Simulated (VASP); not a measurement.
InSe: band structure with PBE

Crystal: InSe.

```
In Se
1.0
     4.03259    0.00000    0.00000
    -2.01630    3.49233    0.00000
     0.00000    0.00000   16.75789
In Se
4 4
Cartesian
  0.0000 2.3282 2.7924
  2.0163 1.1641 11.1713
  0.0000 2.3282 5.5865
  2.0163 1.1641 13.9655
  0.0000 2.3282 9.8826
  2.0163 1.1641 1.5036
  0.0000 2.3282 15.2543
  2.0163 1.1641 6.8753
```

```
Program                : VASP 6.6.1
Task                   : band structure
Functional             : PBE
Potentials or basis    : VASP PAW PBE potentials, release 64 (In_d, Se)
Cutoff                 : 520 eV
k mesh                 : 9 × 9 × 2
Occupations            : gaussian, width 0.03 eV
Spin                   : no spin polarisation
Further INCAR settings : ALGO = Fast; EDIFF = 1e-06; NBANDS = 48
```

```yaml
Pressure: 1.7 GPa
Largest_force: 0.018 eV/Å
Band_gap_on_the_k_mesh: 0.35 eV
Band_gap_along_the_path: 0.35 eV
```

Forces on the atoms (eV/Å):
```
In   0.000  0.000 -0.004
In   0.000  0.000 -0.004
In   0.000  0.000  0.004
In   0.000  0.000  0.004
Se   0.000  0.000  0.018
Se   0.000  0.000  0.018
Se   0.000  0.000 -0.018
Se   0.000  0.000 -0.018
```

Stress tensor (GPa, compression positive):
```
1.70 0.00 0.00
0.00 1.70 0.00
0.00 0.00 1.80
```

Levels at the corners of the path, in eV from the valence-band top:
| point | band 34 | band 35 | band 36 | band 37 | band 38 | band 39 | band 40 | band 41 | band 42 | band 43 |
| --- | --- | --- | --- | --- | --- | --- | --- | --- | --- | --- |
| Γ | -1.17 | -1.17 | -1.09 | -1.09 | 0.00 | 0.35 | 1.73 | 2.12 | 2.12 | 4.19 |
| M | -2.16 | -2.08 | -2.06 | -1.97 | -1.34 | 1.11 | 1.21 | 1.93 | 1.94 | 3.33 |
| M | -2.16 | -2.08 | -2.06 | -1.97 | -1.34 | 1.11 | 1.21 | 1.93 | 1.94 | 3.33 |
| K | -2.71 | -2.11 | -2.11 | -1.68 | -1.68 | 1.50 | 2.09 | 2.40 | 2.40 | 3.24 |
| K | -2.71 | -2.11 | -2.11 | -1.68 | -1.68 | 1.50 | 2.09 | 2.40 | 2.40 | 3.24 |
| Γ | -1.17 | -1.17 | -1.09 | -1.09 | 0.00 | 0.35 | 1.73 | 2.12 | 2.12 | 4.19 |
| Γ | -1.17 | -1.17 | -1.09 | -1.09 | 0.00 | 0.35 | 1.73 | 2.12 | 2.12 | 4.19 |
| A | -1.12 | -1.12 | -1.12 | -0.92 | -0.92 | 1.22 | 1.22 | 2.13 | 2.13 | 4.26 |
| A | -1.12 | -1.12 | -1.12 | -0.92 | -0.92 | 1.22 | 1.22 | 2.13 | 2.13 | 4.26 |
| L | -2.28 | -2.04 | -2.04 | -1.71 | -1.71 | 1.46 | 1.46 | 1.58 | 1.58 | 3.54 |
| L | -2.28 | -2.04 | -2.04 | -1.71 | -1.71 | 1.46 | 1.46 | 1.58 | 1.58 | 3.54 |
| H | -2.54 | -2.40 | -2.40 | -1.52 | -1.52 | 1.75 | 1.75 | 2.26 | 2.26 | 3.41 |
| H | -2.54 | -2.40 | -2.40 | -1.52 | -1.52 | 1.75 | 1.75 | 2.26 | 2.26 | 3.41 |
| A | -1.12 | -1.12 | -1.12 | -0.92 | -0.92 | 1.22 | 1.22 | 2.13 | 2.13 | 4.26 |
| L | -2.28 | -2.04 | -2.04 | -1.71 | -1.71 | 1.46 | 1.46 | 1.58 | 1.58 | 3.54 |
| M | -2.16 | -2.08 | -2.06 | -1.97 | -1.34 | 1.11 | 1.21 | 1.93 | 1.94 | 3.33 |
| K | -2.71 | -2.11 | -2.11 | -1.68 | -1.68 | 1.50 | 2.09 | 2.40 | 2.40 | 3.24 |
| H | -2.54 | -2.40 | -2.40 | -1.52 | -1.52 | 1.75 | 1.75 | 2.26 | 2.26 | 3.41 |

Wall time 13 min on 2 MPI ranks on Intel(R) Xeon(R) Platinum 8559C (Emerald Rapids) (shared host), peak memory 0.58 GiB a rank.

Caveat: spin-orbit coupling is left out, which moves the levels of the heavy elements; this functional lacks dispersion, which binds the layers, so the pressure and a relaxed spacing across them are unreliable.
